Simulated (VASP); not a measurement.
## Re: electric field gradients with PBE

The system is Re.

```
Re
1.0
     1.38392    0.79901    6.69861
    -1.38392    0.79901    6.69861
     0.00000   -1.59802    6.69861
Re
3
Direct
  0.00000 0.00000 0.00000
  0.22217 0.22217 0.22217
  0.77783 0.77783 0.77783
```

```yaml
Program: VASP 6.6.1
Task: electric field gradients
Functional: PBE
Potentials_or_basis: VASP PAW PBE potentials, release 64 (Re_sv_GW)
Cutoff: 410 eV
k_mesh: 15 × 15 × 15
Occupations: fermi-dirac, width 0.05 eV
Spin: no spin polarisation
Dipole_correction: no
Further_INCAR_settings: ALGO = Normal; EDIFF = 1e-08; NBANDS = 30
```

```
Pressure                                : 2.4 GPa
Largest force                           : 0.020 eV/Å
Band gap on the k mesh                  : zero (an odd number of electrons rules out a gap without spin polarisation)
Largest electric field gradient by atom : Re -84.7, -28.0 (each value once) V/Å²
```

Forces on the atoms (eV/Å):
```
Re   0.000  0.000  0.000
Re   0.000  0.000 -0.020
Re   0.000  0.000  0.020
```

Stress tensor (GPa, compression positive):
```
2.69 0.00 0.00
0.00 2.69 0.00
0.00 0.00 1.96
```

Levels at points of the mesh, in eV from the Fermi level:
```csv
k point,band 18,band 19,band 20,band 21,band 22,band 23,band 24,band 25,band 26,band 27
"(0.00, 0.00, 0.00)",-1.81,-1.77,-1.60,-1.53,-1.53,-1.15,-1.15,0.55,0.55,2.58
```

Electric field gradients, principal values (V/Å²):
| atom | least | middle | greatest (by size) |
| --- | --- | --- | --- |
| 1 Re | 42.371 | 42.371 | -84.742 |
| 2 Re | 14.009 | 14.009 | -28.018 |
| 3 Re | 14.009 | 14.009 | -28.018 |

Run time: 35 min on 1 thread of AMD EPYC 7R43 64-Core Processor (Zen 3) (shared host), peak memory 0.48 GiB.

Caveat: without QUAD_EFG the Cq values of the log hold for a quadrupole moment of 1 mb, not for the nuclei; spin-orbit coupling is left out, which moves the levels of the heavy elements.
